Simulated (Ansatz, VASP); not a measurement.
VN: VASP beside Ansatz

The input INCAR:

```
SYSTEM = VN
PREC = Accurate
ENCUT = 600
EDIFF = 1E-7
ISMEAR = 0
SIGMA = 0.1
LREAL = .False.
LASPH = .True.
NELM = 120
ALGO = Normal
ISIF = 3
LWAVE = .False.
LCHARG = .False.
GGA = PS
IBRION = 2
NSW = 100
EDIFFG = -0.05
GGA_COMPAT = .False.
NELMIN = 4
```

Contents of KPOINTS:

```
Automatic mesh
0
Gamma
  8 8 8
  0 0 0
```

The input POSCAR:

```
VN
1.0
    0.0000000000      2.0600010983      2.0600010983
    2.0600010983      0.0000000000      2.0600010983
    2.0600010983      2.0600010983      0.0000000000
V N
1 1
Direct
    0.5000000000      0.5000000000      0.5000000000
    0.0000000000      0.0000000000      0.0000000000
```

Input for Ansatz:

```yaml
crystal:
  lattice:
    - [0.0, 2.0600010983, 2.0600010983]
    - [2.0600010983, 0.0, 2.0600010983]
    - [2.0600010983, 2.0600010983, 0.0]
  atoms:
    - { symbol: V, position: [0.5, 0.5, 0.5] }
    - { symbol: "N", position: [0.0, 0.0, 0.0] }
basis:
  ecutwfc: 420
kpoints:
  mp_grid: { grid: [8, 8, 8] }
hamiltonian:
  xc: pbesol
scf:
  occupations: { method: gaussian, width: 0.1 }
output:
  forces: true
  stress: true
  eigenvalues: true
relax:
  adjacent_minimum: "off"
  f_tol: 0.05
  max_steps: 80
  cell: { stress_tol: 0.5 }
```

Alike in both runs: task relaxation of cell and atoms; functional PBEsol; k mesh 8 × 8 × 8; occupations gaussian, width 0.1 eV; no spin polarisation.

|  | VASP | Ansatz |
| --- | --- | --- |
| version | VASP 6.6.1 | Ansatz 0.2.0 |
| potentials or method | VASP PAW PBE potentials, release 64 (V_sv, N), cutoff 600 eV | scalar-relativistic, plane waves, PAW |
| valence electrons in the cell | 18 | 18 |

```csv
,VASP,Ansatz,Ansatz less VASP
"gap on the k mesh at the Fermi level, each at its own relaxed structure (eV)",none,none,-
relaxed volume (Å³/atom),8.46,8.45,-0.017
relaxed cell length with the largest relative difference (Å),2.882,2.880,-0.0020
```

VASP's potentials were made for PBE, not for PBEsol. A gap of «none» marks a metal or a gap that the smearing closes.

Noted on VASP's run: too few bands were computed for a metal, which touches its energy and stress.
